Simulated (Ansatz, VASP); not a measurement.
## TaAl2 in VASP and in Ansatz

```xyz
6
Lattice="-3.0534 3.0534 2.5416 3.0534 -3.0534 2.5416 3.0534 3.0534 -2.5416" Properties=species:S:1:pos:R:3 pbc="T T T"
Ta    0.0000    0.0000    1.2708
Ta    0.0000    0.0000    3.8125
Al    1.0198    4.0732    0.0000
Al    2.0335    1.0198    0.0000
Al    2.0335   -1.0198    2.5416
Al    1.0198    2.0335    2.5416
```

Alike in both runs: task single point; functional PBE; k mesh 6 × 6 × 6; occupations gaussian, width 0.1 eV; no spin polarisation.

|  | VASP | Ansatz |
| --- | --- | --- |
| version | VASP 6.6.1 | Ansatz 0.2.0 |
| potentials or method | VASP PAW PBE potentials, release 64 (Ta_pv, Al), cutoff 520 eV | scalar-relativistic, plane waves, PAW |
| valence electrons in the cell | 34 | 38 |

|  | VASP | Ansatz | Ansatz less VASP |
| --- | --- | --- | --- |
| gap on the k mesh at the Fermi level (eV) | none | none | - |
| rms of the force components (eV/Å) | 0.119 | 0.115 | -0.0039 |

Atom by atom the forces differ by 0.004 eV/Å (rms over components). A gap of «none» marks a metal or a gap that the smearing closes. VASP's potentials hold 34 valence electrons a cell and Ansatz's 38, so a difference there can come from the potentials and not from the codes.

Spin-orbit coupling is off throughout.
